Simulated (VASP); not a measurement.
A run of VASP 6.6.1:

Contents of INCAR:

```
SYSTEM = Mn
PREC = Accurate
ENCUT = 520
EDIFF = 1E-6
ISMEAR = 0
SIGMA = 0.025
LREAL = .FALSE.
LASPH = .TRUE.
NELM = 150
ALGO = Normal
ISIF = 2
LWAVE = .FALSE.
LCHARG = .FALSE.
ISPIN = 2
MAGMOM = 4 4
LORBIT = 11
LMAXMIX = 4
GGA = PE
NBANDS = 24
```

File KPOINTS:

```
regular mesh
0
G
  12 12 7
  0 0 0
```

The input POSCAR:

```
Mn
1.0
    2.4836457705      0.0000000000      0.0000000000
   -1.2418228853      2.1509003313      0.0000000000
    0.0000000000      0.0000000000      4.0261950000
Mn
2
Direct
    0.3333333333      0.6666666667      0.2500000000
    0.6666666667      0.3333333333      0.7500000000
```

Potentials or basis: VASP PAW PBE potentials, release 64 (Mn_pv).

Launch:

```bash
$ cat potpaw_PBE.64/Mn_pv/POTCAR > POTCAR
$ mpirun -np 1 vasp_std > vasp.out
```

Hardware: 1 thread of Intel Xeon 8259CL, on a shared host.

Task: Estimate the wall time of this run.

Result: Run time: 77 s on 1 thread of Intel Xeon 8259CL, on a shared host, peak memory 0.17 GiB. Counts: scf iterations 15, k points 76.
